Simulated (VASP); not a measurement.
Write the native input for VASP 6.6.1 that does the following.

* Task: single point
* Functional: PBEsol
* Potentials or basis: VASP PAW PBE potentials, release 64 (Cu, O)
* Cutoff: 520 eV
* k mesh: 9 × 9 × 9
* Occupations: fermi-dirac, width 0.05 eV
* Spin: no spin polarisation
* Dipole correction: no
* Further INCAR settings: ALGO = Normal; EDIFF = 1e-06; NBANDS = 30

The structure of Cu3O2 lies in POSCAR:

```
Cu3O2
1.0
   -2.0496032371      2.0496032371      3.7219596096
    2.0496032371     -2.0496032371      3.7219596096
    2.0496032371      2.0496032371     -3.7219596096
Cu O
3 2
Direct
    0.0000000000      0.0000000000      0.0000000000
    0.7500000000      0.2500000000      0.5000000000
    0.2500000000      0.7500000000      0.5000000000
    0.5000000000      0.0000000000      0.5000000000
    0.0000000000      0.5000000000      0.5000000000
```

This cell differs from its parent crystal: volume scaled by 1.04.

One way to write it, as run:

INCAR

```
SYSTEM = Cu3O2
PREC = Accurate
ENCUT = 520
EDIFF = 1E-6
ISMEAR = -1
SIGMA = 0.05
LREAL = .FALSE.
LASPH = .TRUE.
NELM = 60
ALGO = Normal
ISIF = 2
LWAVE = .FALSE.
LCHARG = .TRUE.
GGA = PS
LELF = .TRUE.
LVHAR = .TRUE.
NBANDS = 30
```

KPOINTS

```
Automatic mesh
0
G
  9 9 9
  0 0 0
```

Potentials or basis: VASP PAW PBE potentials, release 64 (Cu, O).

Run with:

```sh
$ cat potpaw_PBE.64/Cu/POTCAR potpaw_PBE.64/O/POTCAR > POTCAR
$ mpirun -np 1 vasp_std > vasp.out
```

It gave:

```json
{"Pressure": "-9.9 GPa"}
```

Caveat: the PAW data sets were made with another functional, which shifts forces and pressure a little; an odd number of electrons without spin polarisation forces a metal; a magnetic or distorted state may lie lower.

It took 3.4 min on 1 thread of Intel(R) Xeon(R) Platinum 8259CL CPU @ 2.50GHz (Skylake/Cascade Lake) (shared host), peak memory 0.27 GiB.
